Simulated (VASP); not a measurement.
# Ba (R-3m) in VASP: a series of runs, part 2 of 2

VASP 6.6.1. The steps go on from the part before.

### 5 Single point, PBEsol

Input file INCAR:

```
SYSTEM = Ba
PREC = Accurate
ENCUT = 520
EDIFF = 1E-7
ISMEAR = 0
SIGMA = 0.15
LREAL = .False.
LASPH = .True.
NELM = 100
ALGO = Fast
ISIF = 2
LWAVE = .False.
LCHARG = .False.
GGA = PS
NBANDS = 11
```

Input file KPOINTS:

```
regular mesh
0
Gamma
  14 14 14
  0 0 0
```

Input file POSCAR:

```
Ba
1.0
    3.9290155812     -0.2067902937     -0.2067902937
   -0.2067902937      3.9290155812     -0.2067902937
   -0.2067902937     -0.2067902937      3.9290155812
Ba
1
Direct
    0.0000000000      0.0000000000      0.0000000000
```

Potentials or basis: VASP PAW PBE potentials, release 64 (Ba_sv).

On the command line:

```console
$ cat potpaw_PBE.64/Ba_sv/POTCAR > POTCAR
$ mpirun -np 1 vasp_std > vasp.out
```

OUTCAR:

```text
SYSTEM = Ba
   PREC = Accurate
   ENCUT = 520
   EDIFF = 1E-7
   ISMEAR = 0
   LREAL = .False.
   LASPH = .True.
   NELM = 100
   ISIF = 2
   GGA = PS

 ion  position               nearest neighbor table
   1  0.000  0.000  0.000-

  LATTYP: Found a trigonal (rhomboedric) cell.
 ALAT       =     3.9398842481
 COS(alpha) =    -0.1019283746

  Lattice vectors:

 A1 = (   3.9290155812,  -0.2067902937,  -0.2067902937)
 A2 = (  -0.2067902937,   3.9290155812,  -0.2067902937)
 A3 = (  -0.2067902937,  -0.2067902937,   3.9290155812)

Analysis of symmetry for initial positions (statically):
=====================================================================
 Subroutine PRICEL returns:
 Original cell was already a primitive cell.

 Routine SETGRP: Setting up the symmetry group for a
 trigonal (rhombohedral) supercell.

 Subroutine GETGRP returns: Found 12 space group operations
 (whereof 12 operations were pure point group operations)
 out of a pool of 12 trial point group operations.

The static configuration has the point symmetry D_3d.

Analysis of symmetry for dynamics (positions and initial velocities):
=====================================================================
 Subroutine PRICEL returns:
 Original cell was already a primitive cell.

 Routine SETGRP: Setting up the symmetry group for a
 trigonal (rhombohedral) supercell.

 Subroutine GETGRP returns: Found 12 space group operations
 (whereof 12 operations were pure point group operations)
 out of a pool of 12 trial point group operations.

The dynamic configuration has the point symmetry D_3d.

 Subroutine INISYM returns: Found 12 space group operations
 (whereof 12 operations are pure point group operations),
 and found     1 'primitive' translations

----------------------------------------------------------------------------------------

                                     Primitive cell

  volume of cell :      60.1311

[... 112 lines left out ...]
   LHFCALC =     F    Hartree Fock is set to
   AEXX    =    0.0000 exact exchange contribution
   IVDW    =     0    specifies the selected vdW correction
   LEPSILON=     F    determine dielectric tensor
   LRPA    =     F    only Hartree local field effects (RPA)
 non-spin polarized calculation
 RMM-DIIS sequential band-by-band and
 Gauss-broadening in eV      SIGMA  =   0.15
  energy-cutoff  :      520.00
  volume of cell :       60.13
 maximum number of plane-waves:      1638
 NGX is ok and might be reduce to    30
   NGX = 15   NGY = 15   NGZ = 15

 number of electron      10.0000001 magnetization

 Free energy of the ion-electron system (eV)
  ---------------------------------------------------
  ext. energy  EPLUGINS =         0.00000000
  ---------------------------------------------------
  free energy    TOTEN  =        -1.87868942 eV

  energy without entropy =       -1.86959135  energy(sigma->0) =       -1.87414039

 E-fermi :   1.6019     XC(G=0):  -7.6450

 val. band max:        1.5923189271   @ k =  -0.2143   0.5000   0.2143
 cond. band min:       1.6194420506   @ k =   0.5000   0.2143  -0.0000
 fundamental gap:      0.0271231235
 Fermi energy:         1.6018750638

 k-point     1 :       0.0000    0.0000    0.0000
  band No.  band energies     occupation
      1     -27.4346      2.00000
      2     -12.2656      2.00000
      3     -12.2255      2.00000
      4     -12.2255      2.00000
      5      -1.0029      2.00000
      6       1.7503      0.16179
      7       1.7503      0.16179
      8       6.2098      0.00000
      9       6.4646      0.00000
     10       6.4646      0.00000
     11       8.8446      0.00000
[... 309 lines left out ...]
 k-point    24 :       0.2857    0.1429    0.0000
  band No.  band energies     occupation
      1     -27.3847      2.00000
      2     -12.7002      2.00000
      3     -12.3542      2.00000
      4     -12.1892      2.00000
      5       0.3838      2.00000
      6       2.1865      0.00000
      7       2.6623      0.00000
      8       4.7645      0.00000
      9       5.1309      0.00000
     10       6.0102      0.00000
     11       7.7929      0.00000

 [... further k-points ...]

------------------------ aborting loop because EDIFF is reached ----------------------------------------

  FORCE on cell =-STRESS in cart. coord.  units (eV):
  Direction    XX          YY          ZZ          XY          YZ          ZX
  --------------------------------------------------------------------------------------
  -------------------------------------------------------------------------------------
  Total       -0.1505671     -0.1505671     -0.1505671     -0.1812873     -0.1812873     -0.1812873
  in kB       -4.0118180     -4.0118180     -4.0118180     -4.8303500     -4.8303500     -4.8303500
  external PRESSURE =      -4.0118180 kB  Pullay stress =       0.0000000 kB

 VOLUME and BASIS-vectors are now :
 -----------------------------------------------------------------------------
  energy-cutoff  :      520.00
  volume of cell :       60.13
      direct lattice vectors                 reciprocal lattice vectors
     3.929015581 -0.206790294 -0.206790294     0.256013837  0.014222991  0.014222991
    -0.206790294  3.929015581 -0.206790294     0.014222991  0.256013837  0.014222991
    -0.206790294 -0.206790294  3.929015581     0.014222991  0.014222991  0.256013837

 POSITION                                       TOTAL-FORCE (eV/Angst)
 -----------------------------------------------------------------------------------
      0.00000      0.00000      0.00000         0.000000      0.000000      0.000000
 -----------------------------------------------------------------------------------
    total drift:                                0.000000      0.000000     -0.000000

  FREE ENERGIE OF THE ION-ELECTRON SYSTEM (eV)
  ---------------------------------------------------
  free  energy   TOTEN  =        -1.8786894193 eV

  energy  without entropy=       -1.8695913509  energy(sigma->0) =       -1.87414039
```

stdout:

```text
POSCAR found type information on POSCAR Ba
 POSCAR found :  1 types and       1 ions
 scaLAPACK will be used
 -----------------------------------------------------------------------------
|                                                                             |
|                                                                             |
|     You enforced a specific xc type in the INCAR file but a different       |
[... 21 lines left out ...]
WARNING in EDDRMM: call to ZHEGV failed, returncode =   6  3      7
WARNING in EDDRMM: call to ZHEGV failed, returncode =   6  3      7
WARNING in EDDRMM: call to ZHEGV failed, returncode =   6  3      5
WARNING in EDDRMM: call to ZHEGV failed, returncode =   6  3      5
WARNING in EDDRMM: call to ZHEGV failed, returncode =   6  3      6
WARNING in EDDRMM: call to ZHEGV failed, returncode =   8  4      5
WARNING in EDDRMM: call to ZHEGV failed, returncode =   8  4     10
```

It took 82 s on 1 thread of AMD EPYC 9R45 (Zen 5), shared host; peak memory 0.28 GiB.

What came out:

```yaml
Free_energy: -1.8787 eV
Pressure: -0.4 GPa
Band_gap_on_the_k_mesh: zero (band 5 reaches 1.71 eV, above the bottom of band 6 at 1.31 eV)
```

Caveat: the PAW data sets were made with another functional, which shifts forces and pressure a little; spin-orbit coupling is left out, which moves the levels of the heavy elements.

### 6 Overview

```tsv
cell	further INCAR settings	gap on the mesh (eV)	pressure (GPa)
a = 4.012 Å, angles 101.4°, 1 atom	ALGO = Fast; EDIFF = 1e-07; NBANDS = 11	none	-0.3
a = 4.028 Å, angles 75.7°, 1 atom	ALGO = Fast; EDIFF = 1e-06; NBANDS = 11	none	-0.1
a = 4.120 Å, angles 105.7°, 1 atom	ALGO = Fast; EDIFF = 1e-06; NBANDS = 11	none	-0.2
a = 3.940 Å, angles 95.9°, 1 atom	ALGO = Fast; EDIFF = 1e-07; NBANDS = 11	none	-0.4
```

Alike in all rows: task single point; level PBEsol; potentials or basis VASP PAW PBE potentials, release 64 (Ba_sv); no spin polarisation; k mesh 14 × 14 × 14; cutoff (eV) 520; smearing gaussian 0.15 eV.

Caveats: the PAW data sets were made with another functional, which shifts forces and pressure a little; spin-orbit coupling is left out, which moves the levels of the heavy elements.

Total energies depend on the potentials used, so only differences within one code and one set of settings carry meaning.
